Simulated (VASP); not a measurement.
Input of a VASP 6.6.1 run:

Contents of INCAR:

```
SYSTEM = AlFe
PREC = Accurate
ENCUT = 600
EDIFF = 1E-6
ISMEAR = -1
SIGMA = 0.1
LREAL = .False.
LASPH = .True.
NELM = 200
ALGO = Normal
ISIF = 2
LWAVE = .False.
LCHARG = .False.
ISPIN = 2
MAGMOM = 0 0.18
LORBIT = 11
NUPDOWN = 0.18
LMAXMIX = 4
GGA = PE
NBANDS = 16
GGA_COMPAT = .False.
```

File KPOINTS:

```
regular mesh
0
Gamma
  11 11 11
  0 0 0
```

The input POSCAR:

```
AlFe
1.0
    2.9100000000      0.0000000000      0.0000000000
    0.0000000000      2.9100000000      0.0000000000
    0.0000000000      0.0000000000      2.9100000000
Al Fe
1 1
Direct
    0.0000000000      0.0000000000      0.0000000000
    0.5000000000      0.5000000000      0.5000000000
```

Potentials or basis: VASP PAW PBE potentials, release 64 (Al, Fe).

The run is started by

```console
$ cat potpaw_PBE.64/Al/POTCAR potpaw_PBE.64/Fe/POTCAR > POTCAR
$ mpirun -np 1 vasp_std > vasp.out
```

Task: Estimate the pressure.

Result: -6.5 GPa.

Caveat: the total moment is fixed, so each spin has its own Fermi level.
